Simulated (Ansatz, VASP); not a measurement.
**MgO: VASP beside Ansatz**

Contents of INCAR:

```
PREC = Accurate
ENCUT = 600
EDIFF = 1E-6
ISMEAR = 0
SIGMA = 0.05
LREAL = F
LASPH = T
NELM = 120
ALGO = Normal
ISIF = 2
LWAVE = F
LCHARG = T
GGA = PE
LELF = T
LVHAR = T
NBANDS = 11
GGA_COMPAT = F
```

Contents of KPOINTS:

```
regular mesh
0
Gamma
  8 8 8
```

File POSCAR:

```
MgO
1.0
    0.0000000000      2.1286887313      2.1286887313
    2.1286887313      0.0000000000      2.1286887313
    2.1286887313      2.1286887313      0.0000000000
Mg O
1 1
Direct
    0.0000000000      0.0000000000      0.0000000000
    0.5000000000      0.5000000000      0.5000000000
```

Input for Ansatz:

```yaml
crystal:
  lattice:
    - [0.0, 2.1286887313, 2.1286887313]
    - [2.1286887313, 0.0, 2.1286887313]
    - [2.1286887313, 2.1286887313, 0.0]
  atoms:
    - { symbol: Mg, position: [0.0, 0.0, 0.0] }
    - { symbol: O, position: [0.5, 0.5, 0.5] }
basis:
  ecutwfc: 420
kpoints:
  mp_grid: { grid: [8, 8, 8] }
hamiltonian:
  xc: pbe
scf:
  occupations: { method: gaussian, width: 0.05 }
output:
  forces: true
  stress: true
  eigenvalues: true
```

Alike in both runs: task single point; functional PBE; k mesh 8 × 8 × 8; occupations gaussian, width 0.05 eV; no spin polarisation.

|  | VASP | Ansatz |
| --- | --- | --- |
| version | VASP 6.6.1 | Ansatz 0.2.0 |
| potentials or method | VASP PAW PBE potentials, release 64 (Mg, O), cutoff 600 eV | scalar-relativistic, plane waves, PAW |
| valence electrons in the cell | 8 | 16 |

|  | VASP | Ansatz | Ansatz less VASP |
| --- | --- | --- | --- |
| gap on the k mesh at the Fermi level (eV) | 4.42 | 4.44 | +0.016 |
| least direct gap on the mesh (eV) | 4.42 | 4.44 | +0.016 |
| pressure (GPa) | -1.4 | -0.4 | +1.03 |

VASP's potentials hold 8 valence electrons a cell and Ansatz's 16, so a difference there can come from the potentials and not from the codes.
